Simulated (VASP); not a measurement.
# Ta4H3 (F-43m) in VASP: further runs

The runs below take Ta4H3 through single point, relaxation of cell and atoms, with PBE.

Everything below comes from runs of VASP 6.6.1. Logs are shortened: lines on timing, memory, paths and dates and some standing lists are left out, and cuts for length are marked.

## Step 1: The cell of the first run

It takes space group F-43m (No. 216, cubic). Conventional cell: a = 7.940 Å, b = 7.940 Å, c = 7.940 Å, α = 90.00°, β = 90.00°, γ = 90.00°. Ta (site symmetry 3m) has 1 H at 1.81 Å within 2.4 Å. Within 2.4 Å of H (site symmetry -43m) lie 4 Ta at 1.81 Å. Within 4.3 Å of H (site symmetry -43m) lie 12 Ta at 3.28 Å and 10 H at 3.44 to 3.97 Å. H (site symmetry -43m) has 12 Ta at 3.31 Å and 8 H at 3.44 Å within 4.4 Å.

The cell was generated, and may not be a known phase.

## Step 2: Single point, PBE

The input, INCAR:

```
SYSTEM = Ta4H3
ALGO = Normal
EDIFF = 1E-6
ENCUT = 500
GGA = PE
GGA_COMPAT = .False.
ISIF = 2
ISMEAR = 0
LASPH = .True.
LCHARG = .True.
LELF = .True.
LREAL = .False.
LVHAR = .True.
LWAVE = .False.
NBANDS = 32
NELM = 120
PREC = Accurate
SIGMA = 0.2
```

The input, KPOINTS:

```
k-points
0
Gamma
  4 4 4
  0 0 0
```

The input, POSCAR:

```
Ta4H3
1.0
    0.0000000000      3.9701858264      3.9701858264
    3.9701858264      0.0000000000      3.9701858264
    3.9701858264      3.9701858264      0.0000000000
Ta H
4 3
Direct
    0.8687130271      0.8687130271      0.8687130271
    0.8687130271      0.8687130271      0.3938609188
    0.8687130271      0.3938609188      0.8687130271
    0.3938609188      0.8687130271      0.8687130271
    0.0000000000      0.0000000000      0.0000000000
    0.5000000000      0.5000000000      0.5000000000
    0.2500000000      0.2500000000      0.2500000000
```

Potentials or basis: VASP PAW PBE potentials, release 64 (Ta_pv, H).

The run is started by

```
$ cat potpaw_PBE.64/Ta_pv/POTCAR potpaw_PBE.64/H/POTCAR > POTCAR
$ mpirun -np 1 vasp_std > vasp.out
```

OUTCAR:

```text
SYSTEM = Ta4H3
   EDIFF = 1E-6
   ENCUT = 500
   GGA = PE
   ISIF = 2
   ISMEAR = 0
   LASPH = .True.
   LREAL = .False.
   NELM = 120
   PREC = Accurate

 ion  position               nearest neighbor table
   1  0.869  0.869  0.869-   5 1.81   3 2.67   4 2.67   2 2.67   3 2.95   2 2.95   4 2.95
   2  0.869  0.869  0.394-   5 1.81   3 2.67   4 2.67   1 2.67   4 2.95   3 2.95   1 2.95
   3  0.869  0.394  0.869-   5 1.81   2 2.67   4 2.67   1 2.67   4 2.95   2 2.95   1 2.95
   4  0.394  0.869  0.869-   5 1.81   2 2.67   3 2.67   1 2.67   3 2.95   2 2.95   1 2.95
   5  0.000  0.000  0.000-   1 1.81   2 1.81   3 1.81   4 1.81
   6  0.500  0.500  0.500-
   7  0.250  0.250  0.250-

  LATTYP: Found a face centered cubic cell.
 ALAT       =     7.9403716528

  Lattice vectors:

 A1 = (   0.0000000000,   3.9701858264,   3.9701858264)
 A2 = (   3.9701858264,   0.0000000000,   3.9701858264)
 A3 = (   3.9701858264,   3.9701858264,   0.0000000000)

Analysis of symmetry for initial positions (statically):
=====================================================================
 Subroutine PRICEL returns:
 Original cell was already a primitive cell.

 Routine SETGRP: Setting up the symmetry group for a
 face centered cubic supercell.

 Subroutine GETGRP returns: Found 24 space group operations
 (whereof 24 operations were pure point group operations)
 out of a pool of 48 trial point group operations.

The static configuration has the point symmetry T_d .

Analysis of symmetry for dynamics (positions and initial velocities):
=====================================================================
 Subroutine PRICEL returns:
 Original cell was already a primitive cell.

 Routine SETGRP: Setting up the symmetry group for a
 face centered cubic supercell.

 Subroutine GETGRP returns: Found 24 space group operations
 (whereof 24 operations were pure point group operations)
 out of a pool of 48 trial point group operations.

The dynamic configuration has the point symmetry T_d .

 Subroutine INISYM returns: Found 24 space group operations
 (whereof 24 operations are pure point group operations),
 and found     1 'primitive' translations

----------------------------------------------------------------------------------------

                                     Primitive cell

[... 84 lines left out ...]
   LREAL  =      F    real-space projection
   EDIFFG = 0.1E-04   stopping-criterion for IOM
   NSW    =      0    number of steps for IOM
   IBRION =     -1    ionic relax: 0-MD 1-quasi-New 2-CG
   NFREE  =      0    steps in history (QN), initial steepest desc. (CG)
   ISIF   =      2    stress and relaxation
   ISYM   =      2    0-nonsym 1-usesym 2-fastsym
   POTIM  = 0.5000    time-step for ionic-motion
   TEBEG  =    0.0;   TEEND  =   0.0 temperature during run
   PSTRESS=    0.0 pullay stress
   NELECT =      47.0000    total number of electrons
   NUPDOWN=      -1.0000    fix difference up-down
   EMIN   =  10.00;   EMAX   =-10.00  energy-range for DOS
   EFERMI =   0.00;   METHOD = LEGACY
   ISMEAR =     0;   SIGMA  =   0.20  broadening in eV -4-tet -1-fermi 0-gaus
   EFERMI_NEDOS =   21; number of points for ismear=-14 and -15
   IALGO  =     38    algorithm
   IMIX   =      4    mixing-type and parameters
     AMIX     =   0.40;   BMIX     =  1.00
     AMIX_MAG =   1.60;   BMIX_MAG =  1.00
  volume/ion in A,a.u.               =      17.88       120.66
  Fermi-wavevector in a.u.,A,eV,Ry     =   1.181100  2.231955 18.980085  1.394997
  Thomas-Fermi vector in A             =   2.317380
   LORBIT       =      0    0 simple, 1 ext, 2 COOP (PROOUT), +10 PAW based schemes
   GGA     = PE    functional components
   LHFCALC =     F    Hartree Fock is set to
   AEXX    =    0.0000 exact exchange contribution
   IVDW    =     0    specifies the selected vdW correction
   LEPSILON=     F    determine dielectric tensor
   LRPA    =     F    only Hartree local field effects (RPA)
 non-spin polarized calculation
 Gauss-broadening in eV      SIGMA  =   0.20
  energy-cutoff  :      500.00
  volume of cell :      125.16
 maximum number of plane-waves:      3218
 NGX is ok and might be reduce to    42
   NGX = 21   NGY = 21   NGZ = 21

 number of electron      46.9999997 magnetization

 Free energy of the ion-electron system (eV)
  ---------------------------------------------------
  ext. energy  EPLUGINS =         0.00000000
  ---------------------------------------------------
  free energy    TOTEN  =       -45.46604932 eV

  energy without entropy =      -45.31819289  energy(sigma->0) =      -45.39212111

 E-fermi :   2.1150     XC(G=0):  -9.9971

 val. band max:        2.1120407625   @ k =   0.5000   0.0000   0.0000
 cond. band min:       2.1420676664   @ k =  -0.2500   0.2500   0.0000
 fundamental gap:      0.0300269040
 Fermi energy:         2.1149913560

 k-point     1 :       0.0000    0.0000    0.0000
  band No.  band energies     occupation
      1     -33.1655      2.00000
      2     -32.5497      2.00000
      3     -32.5497      2.00000
      4     -32.5497      2.00000
      5     -32.3804      2.00000
      6     -32.3804      2.00000
[... 269 lines left out ...]
     31       4.6203      0.00000
     32       4.7177      0.00000

------------------------ aborting loop because EDIFF is reached ----------------------------------------

  FORCE on cell =-STRESS in cart. coord.  units (eV):
  Direction    XX          YY          ZZ          XY          YZ          ZX
  --------------------------------------------------------------------------------------
  -------------------------------------------------------------------------------------
  Total        0.6147614      0.6147614      0.6147614      0.0000000     -0.0000000     -0.0000000
  in kB        7.8696365      7.8696365      7.8696365      0.0000000     -0.0000000     -0.0000000
  external PRESSURE =       7.8696365 kB  Pullay stress =       0.0000000 kB

 VOLUME and BASIS-vectors are now :
 -----------------------------------------------------------------------------
  energy-cutoff  :      500.00
  volume of cell :      125.16
      direct lattice vectors                 reciprocal lattice vectors
     0.000000000  3.970185826  3.970185826    -0.125938689  0.125938689  0.125938689
     3.970185826  0.000000000  3.970185826     0.125938689 -0.125938689  0.125938689
     3.970185826  3.970185826  0.000000000     0.125938689  0.125938689 -0.125938689

 POSITION                                       TOTAL-FORCE (eV/Angst)
 -----------------------------------------------------------------------------------
      6.89790      6.89790      6.89790        -0.077463     -0.077463     -0.077463
      5.01265      5.01265      6.89790         0.077463      0.077463     -0.077463
      5.01265      6.89790      5.01265         0.077463     -0.077463      0.077463
      6.89790      5.01265      5.01265        -0.077463      0.077463      0.077463
      0.00000      0.00000      0.00000        -0.000000     -0.000000     -0.000000
      3.97019      3.97019      3.97019        -0.000000     -0.000000     -0.000000
      1.98509      1.98509      1.98509        -0.000000     -0.000000     -0.000000
 -----------------------------------------------------------------------------------
    total drift:                               -0.000000     -0.000000     -0.000000

  FREE ENERGIE OF THE ION-ELECTRON SYSTEM (eV)
  ---------------------------------------------------
  free  energy   TOTEN  =       -45.4660493190 eV

  energy  without entropy=      -45.3181928912  energy(sigma->0) =      -45.39212111
```

It took 1.9 min on 1 thread of Intel Xeon 8259CL, shared host; peak memory 0.22 GiB.

What came out:

| Quantity | Value |
| --- | --- |
| Free energy | -45.4660 eV |
| Pressure | 0.8 GPa |
| Largest force | 0.134 eV/Å |
| Band gap on the k mesh | zero (an odd number of electrons rules out a gap without spin polarisation) |

Forces on the atoms (eV/Å):
```
Ta  -0.077 -0.077 -0.077
Ta   0.077  0.077 -0.077
Ta   0.077 -0.077  0.077
Ta  -0.077  0.077  0.077
H    0.000  0.000  0.000
H    0.000  0.000  0.000
H    0.000  0.000  0.000
```

Levels at points of the mesh, in eV from the Fermi level:
```csv
k point,band 20,band 21,band 22,band 23,band 24,band 25,band 26,band 27
"(0.00, 0.00, 0.00)",-1.56,-1.35,-1.35,-1.27,0.96,1.39,2.56,2.56
"(0.50, 0.00, 0.00)",-0.64,-0.64,-0.36,0.00,0.00,0.37,0.37,0.88
"(0.50, 0.50, 0.00)",-1.26,-1.04,-1.04,-0.36,-0.26,0.55,0.56,0.56
```

Caveat: spin-orbit coupling is left out, which moves the levels of the heavy elements; an odd number of electrons without spin polarisation forces a metal; a magnetic or distorted state may lie lower.

## Step 3: Single point, PBE

This run uses another cell than the first one, of 19.55 Å³/atom.

The input, INCAR:

```
SYSTEM = Ta4H3
ALGO     = Normal         ! electronic algorithm
EDIFF    = 1E-6           ! SCF threshold, eV
ENCUT    = 500            ! plane-wave cutoff, eV
GGA      = PE             ! functional
GGA_COMPAT= .FALSE.      
ISIF     = 2              ! what is computed and relaxed
ISMEAR   = 0              ! smearing method
LASPH    = .TRUE.         ! aspherical terms in the spheres
LCHARG   = .TRUE.         ! write CHGCAR
LELF     = .TRUE.         ! ELF
LREAL    = .FALSE.        ! projectors in reciprocal space
LVHAR    = .TRUE.       
LWAVE    = .FALSE.        ! write WAVECAR
NBANDS   = 32             ! bands
NELM     = 120            ! most SCF steps
PREC     = Accurate       ! precision mode
SIGMA    = 0.2            ! smearing width, eV
```

The input, KPOINTS:

```
k-points
0
G
  4 4 4
  0 0 0
```

The input, POSCAR:

```
Ta4H3
1.0
    0.0000000000      4.0898638887      4.0898638887
    4.0898638887      0.0000000000      4.0898638887
    4.0898638887      4.0898638887      0.0000000000
Ta H
4 3
Direct
    0.6248702173      0.6248702173      0.6248702173
    0.6248702173      0.6248702173      0.1253893480
    0.6248702173      0.1253893480      0.6248702173
    0.1253893480      0.6248702173      0.6248702173
    0.0000000000      0.0000000000      0.0000000000
    0.5000000000      0.5000000000      0.5000000000
    0.7500000000      0.7500000000      0.7500000000
```

Potentials or basis: VASP PAW PBE potentials, release 64 (Ta_pv, H).

The run is started by

```
$ cat potpaw_PBE.64/Ta_pv/POTCAR potpaw_PBE.64/H/POTCAR > POTCAR
$ mpirun -np 1 vasp_std > vasp.out
```

It took 1.8 min on 1 thread of Intel Xeon 8259CL, shared host; peak memory 0.22 GiB.

It converged, with:

| Quantity | Value |
| --- | --- |
| Free energy | -46.2477 eV |
| Pressure | 0.4 GPa |
| Largest force | 0.012 eV/Å |
| Band gap on the k mesh | zero (an odd number of electrons rules out a gap without spin polarisation) |

Forces on the atoms (eV/Å):
```
Ta   0.007  0.007  0.007
Ta  -0.007 -0.007  0.007
Ta  -0.007  0.007 -0.007
Ta   0.007 -0.007 -0.007
H    0.000  0.000  0.000
H    0.000  0.000  0.000
H    0.000  0.000  0.000
```

Levels at points of the mesh, in eV from the Fermi level:
| k point | band 21 | band 22 | band 23 | band 24 | band 25 | band 26 | band 27 | band 28 |
| --- | --- | --- | --- | --- | --- | --- | --- | --- |
| (0.00, 0.00, 0.00) | -1.22 | -1.22 | -1.22 | 0.06 | 2.62 | 2.62 | 2.62 | 2.70 |
| (0.50, 0.00, 0.00) | -0.47 | -0.11 | -0.10 | -0.10 | 0.43 | 0.43 | 0.71 | 0.71 |
| (0.50, 0.50, 0.00) | -1.12 | -0.85 | -0.32 | -0.28 | 0.61 | 0.61 | 0.73 | 0.75 |

Caveat: spin-orbit coupling is left out, which moves the levels of the heavy elements; an odd number of electrons without spin polarisation forces a metal; a magnetic or distorted state may lie lower.

## Step 4: Relaxation of cell and atoms, PBE

This run uses another cell than the first one, of 12.34 Å³/atom.

The input, INCAR:

```
PREC     = Accurate       # precision mode
ENCUT    = 500            # plane-wave cutoff, eV
EDIFF    = 1E-7           # SCF threshold, eV
ISMEAR   = 0              # smearing method
SIGMA    = 0.2            # smearing width, eV
LREAL    = False          # projectors in reciprocal space
LASPH    = True           # aspherical terms in the spheres
NELM     = 120            # most SCF steps
ALGO     = Normal         # electronic algorithm
ISIF     = 3              # what is computed and relaxed
LWAVE    = False          # write WAVECAR
LCHARG   = False          # write CHGCAR
GGA      = PE             # functional
IBRION   = 2              # ionic algorithm
NSW      = 36             # ionic steps
EDIFFG   = -0.08          # ionic threshold
GGA_COMPAT= False        
NELMIN   = 4
```

The input, KPOINTS:

```
regular mesh
0
Gamma
  4 4 4
```

The input, POSCAR:

```
Ta4H3
1.0
    0.0000000000      3.5083839300      3.5083839300
    3.5083839300      0.0000000000      3.5083839300
    3.5083839300      3.5083839300      0.0000000000
Ta H
4 3
Direct
    0.8614019200      0.8614019200      0.8614019200
    0.8614019200      0.8614019200      0.4157942500
    0.8614019200      0.4157942500      0.8614019200
    0.4157942500      0.8614019200      0.8614019200
    0.0000000000      0.0000000000      0.0000000000
    0.5000000000      0.5000000000      0.5000000000
    0.2500000000      0.2500000000      0.2500000000
```

The run is started by

```
$ cat potpaw_PBE.64/Ta_pv/POTCAR potpaw_PBE.64/H/POTCAR > POTCAR
$ mpirun -np 1 vasp_std > vasp.out
```

Run time: 9.8 min. Hardware: 1 thread of Intel Xeon 8259CL, shared host; peak memory 0.19 GiB.

The run converged. Its results:

```yaml
Free_energy: -45.4228 eV
Relaxed_volume: 17.96 Å³/atom
Relaxed_cell: a = 5.623 Å, b = 5.623 Å, c = 5.623 Å, α = 60.00°, β = 60.00°, γ = 60.00°
Space_group_after_relaxing_to_0.1_Å: F-43m (No. 216)
Pressure_after_relaxing: 0.3 GPa
Largest_force_after_relaxing: 0.027 eV/Å
Band_gap_on_the_k_mesh: zero (an odd number of electrons rules out a gap without spin polarisation)
```

Forces on the atoms (eV/Å):
```
Ta  -0.016 -0.016 -0.016
Ta   0.016  0.016 -0.016
Ta   0.016 -0.016  0.016
Ta  -0.016  0.016  0.016
H    0.000  0.000  0.000
H    0.000  0.000  0.000
H    0.000  0.000  0.000
```

Final structure:
```xyz
7
Lattice="0.0000 3.9764 3.9764 3.9764 0.0000 3.9764 3.9764 3.9764 0.0000" Properties=species:S:1:pos:R:3 pbc="T T T"
Ta    6.9059    6.9059    6.9059
Ta    5.0234    5.0234    6.9059
Ta    5.0234    6.9059    5.0234
Ta    6.9059    5.0234    5.0234
H     0.0000    0.0000    0.0000
H     3.9764    3.9764    3.9764
H     1.9882    1.9882    1.9882
```

Levels at points of the mesh, in eV from the Fermi level:
```csv
k point,band 19,band 20,band 21,band 22,band 23,band 24,band 25,band 26,band 27,band 28
"(0.00, 0.00, 0.00)",-1.55,-1.55,-1.34,-1.34,-1.25,0.94,1.37,2.54,2.54,2.54
"(0.50, 0.00, 0.00)",-1.70,-0.64,-0.64,-0.36,0.01,0.01,0.37,0.37,0.89,0.89
"(0.50, 0.50, 0.00)",-1.25,-1.25,-1.03,-1.03,-0.36,-0.26,0.53,0.56,0.56,1.22
```

Caveat: the k points lie up to 0.34 Å⁻¹ apart in the final cell, too coarse for converged energies and pressures of a metal; the volume moved by over 15 % at a fixed basis, so the end points are rough; spin-orbit coupling is left out, which moves the levels of the heavy elements; an odd number of electrons without spin polarisation forces a metal; a magnetic or distorted state may lie lower.

## Step 5: Overview

```tsv
task	cell	gap on the mesh (eV)	pressure (GPa)	largest force (eV/Å)
single point	a = 5.615 Å, angles 60.0°, 7 atoms, atomic positions A	none	0.8	0.13
single point	a = 5.784 Å, angles 60.0°, 7 atoms, atomic positions B	none	0.4	0.01
relaxation of cell and atoms	relaxed from a = 4.962 Å, angles 60.0°, 7 atoms, atomic positions C	none	0.3	0.03
```

Alike in all rows: level PBE; potentials or basis VASP PAW PBE potentials, release 64 (Ta_pv, H); no spin polarisation; k mesh 4 × 4 × 4; cutoff (eV) 500; smearing gaussian 0.2 eV.

Caveats: some runs use coarse meshes; spin-orbit coupling is left out, which moves the levels of the heavy elements; an odd number of electrons without spin polarisation forces a metal; a magnetic or distorted state may lie lower; the volume moved by over 15 % at a fixed basis, so the end points are rough (at least some runs).

Total energies depend on the potentials used, so only differences within one code and one set of settings carry meaning.

The gap in the log of VASP goes by the Fermi energy; the results here count the filled bands.